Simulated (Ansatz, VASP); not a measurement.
## AlGa3N4: VASP beside Ansatz

```
Al Ga N
1.0
     4.38248    0.15494    0.15494
     0.15494    4.38248    0.15494
     0.15494    0.15494    4.38248
Al Ga N
1 3 4
Direct
  0.00000 0.00000 0.00000
  0.50000 0.50000 0.00000
  0.50000 0.00000 0.50000
  0.00000 0.50000 0.50000
  0.75481 0.75481 0.24519
  0.75481 0.24519 0.75481
  0.24519 0.75481 0.75481
  0.24519 0.24519 0.24519
```

Change from the starting cell: equal engineering shear yz, xz and xy +0.0700, equal normal strain along x, y and z -0.0100.

Alike in both runs: task single point; functional LDA; k mesh 6 × 6 × 6; occupations gaussian, width 0.05 eV; no spin polarisation.

```csv
,VASP,Ansatz
version,VASP 6.6.1,Ansatz 0.2.0
potentials or method,"VASP PAW LDA potentials, release 64 (Al, Ga_d, N), cutoff 520 eV","scalar-relativistic, plane waves, PAW"
valence electrons in the cell,62,62
```

```csv
,VASP,Ansatz,Ansatz less VASP
gap on the k mesh at the Fermi level (eV),2.25,2.25,-0.001
least direct gap on the mesh (eV),2.25,2.25,-0.001
pressure (GPa),11.8,10.6,-1.19
"traceless stress, the component that is largest in VASP (GPa)",-15.14,-14.90,+0.240
rms of the force components (eV/Å),0.541,0.513,-0.0274
```

Ansatz warns that its potentials were made for another functional, while VASP's fit it. LDA's correlation is that of Perdew and Zunger in VASP and of Perdew and Wang (1992) in Ansatz. Atom by atom the forces differ by 0.030 eV/Å (rms over components).
